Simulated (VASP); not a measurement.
Set up this calculation in VASP 6.6.1, as the native input.

| Item | Value |
| --- | --- |
| Task | single point |
| Functional | RPBE |
| Potentials or basis | VASP PAW PBE potentials, release 64 (B) |
| Cutoff | 520 eV |
| k mesh | 21 × 21 × 21 |
| Occupations | fermi-dirac, width 0.1 eV |
| Spin | no spin polarisation |
| Dipole correction | no |
| Further INCAR settings | ALGO = Normal; EDIFF = 1e-07; NBANDS = 8 |

The structure of B lies in POSCAR:

```
B
1.0
    0.0000000000      1.4961780971      1.4961780971
    1.4961780971      0.0000000000      1.4961780971
    1.4961780971      1.4961780971      0.0000000000
B
1
Direct
    0.0000000000      0.0000000000      0.0000000000
```

This cell differs from its parent crystal: volume scaled by 1.12.

One way to write it, as run:

INCAR

```
PREC = Accurate
ENCUT = 520
EDIFF = 1E-7
ISMEAR = -1
SIGMA = 0.1
LREAL = F
LASPH = T
NELM = 100
ALGO = Normal
ISIF = 2
LWAVE = F
LCHARG = F
GGA = RP
NBANDS = 8
```

KPOINTS

```
regular mesh
0
Gamma
  21 21 21
```

Potentials or basis: VASP PAW PBE potentials, release 64 (B).

Run with:

```sh
$ cat potpaw_PBE.64/B/POTCAR > POTCAR
$ mpirun -np 1 vasp_std > vasp.out
```

Results of the run:

The pressure is -24.2 GPa.

Caveat: the PAW data sets were made with another functional, which shifts forces and pressure a little.

It took 11 s on 1 thread of AMD EPYC 9R45 (Zen 5) (shared host), peak memory 0.08 GiB.
